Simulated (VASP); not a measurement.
Wanted: the native input for a VASP 6.6.1 run.

| Item | Value |
| --- | --- |
| Task | single point |
| Functional | PBE |
| Potentials or basis | VASP PAW PBE potentials, release 64 (Na_pv) |
| Cutoff | 520 eV |
| k mesh | 13 × 13 × 7 |
| Occupations | fermi-dirac, width 0.05 eV |
| Spin | no spin polarisation |
| Dipole correction | no |
| Further INCAR settings | ALGO = Normal; EDIFF = 1e-07; NBANDS = 14 |

The structure of Na lies in POSCAR:

```
Na
1.0
    3.7670009976     -0.0565050150     -0.0565050150
   -1.9324352772      3.2905710675     -0.0206822709
   -0.0923100000     -0.0923100000      6.1540000000
Na
2
Direct
    0.3333333333      0.6666666667      0.2500000000
    0.6666666667      0.3333333333      0.7500000000
```

This cell differs from its parent crystal: equal xy, yz and zx shear strains of -3 %.

One way to write it, as run:

INCAR

```
PREC = Accurate ; ENCUT = 520
EDIFF = 1E-7 ; ISMEAR = -1
SIGMA = 0.05 ; LREAL = False
LASPH = True ; NELM = 80
ALGO = Normal ; ISIF = 2
LWAVE = False ; LCHARG = True
GGA = PE ; LELF = True
LVHAR = True ; NBANDS = 14
```

KPOINTS

```
regular mesh
0
Gamma
  13 13 7
```

Potentials or basis: VASP PAW PBE potentials, release 64 (Na_pv).

Run with:

```bash
$ cat potpaw_PBE.64/Na_pv/POTCAR > POTCAR
$ mpirun -np 1 vasp_std > vasp.out
```

Results of the run:

```
Pressure               : -0.1 GPa
Largest force          : 0.013 eV/Å
Band gap on the k mesh : zero (bands 7 and 8 overlap by 3.56 eV)
```

Caveat: the cell differs from its parent crystal (equal xy, yz and zx shear strains of -3 %).

It took 2.3 min on 1 thread of Intel(R) Xeon(R) 6975P-C (Granite Rapids) (shared host), peak memory 0.53 GiB.
